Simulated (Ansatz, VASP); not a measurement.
## TaN in VASP and in Ansatz

INCAR

```
SYSTEM = TaN
ALGO = Normal ; EDIFF = 1E-6
ENCUT = 600 ; GGA = CA
GGA_COMPAT = .FALSE. ; ISIF = 2
ISMEAR = 0 ; LASPH = .TRUE.
LCHARG = .TRUE. ; LELF = .TRUE.
LREAL = .FALSE. ; LVHAR = .TRUE.
LWAVE = .FALSE. ; NBANDS = 16
NELM = 120 ; PREC = Accurate
SIGMA = 0.1
```

Contents of KPOINTS:

```
k-points
0
G
  8 8 8
  0 0 0
```

File POSCAR:

```
TaN
1.0
    0.0000000000      2.1790000000      2.1790000000
    2.1790000000      0.0000000000      2.1790000000
    2.1790000000      2.1790000000      0.0000000000
Ta N
1 1
Direct
    0.5000000000      0.5000000000      0.5000000000
    0.0000000000      0.0000000000      0.0000000000
```

Input for Ansatz:

```yaml
crystal:
  lattice:
    - [0.0, 2.179, 2.179]
    - [2.179, 0.0, 2.179]
    - [2.179, 2.179, 0.0]
  atoms:
    - { symbol: Ta, position: [0.5, 0.5, 0.5] }
    - { symbol: "N", position: [0.0, 0.0, 0.0] }
basis:
  ecutwfc: 420
kpoints:
  mp_grid: { grid: [8, 8, 8] }
hamiltonian:
  xc: lda
scf:
  occupations: { method: gaussian, width: 0.1 }
output:
  forces: true
  stress: true
  eigenvalues: true
```

Alike in both runs: task single point; functional LDA; k mesh 8 × 8 × 8; occupations gaussian, width 0.1 eV; no spin polarisation.

|  | VASP | Ansatz |
| --- | --- | --- |
| version | VASP 6.6.1 | Ansatz 0.2.0 |
| potentials or method | VASP PAW LDA potentials, release 64 (Ta_sv_GW, N), cutoff 600 eV | scalar-relativistic, plane waves, PAW |
| valence electrons in the cell | 18 | 18 |

VASP gave:

| Item | Value |
| --- | --- |
| gap on the k mesh at the Fermi level (eV) | none |
| pressure (GPa) | -1.1 |

Problem. Which values does Ansatz return?

Solution. gap on the k mesh at the Fermi level (eV): none; pressure (GPa): -2.3.

LDA's correlation is that of Perdew and Zunger in VASP and of Perdew and Wang (1992) in Ansatz. A gap of «none» marks a metal or a gap that the smearing closes.

Spin-orbit coupling is off throughout.
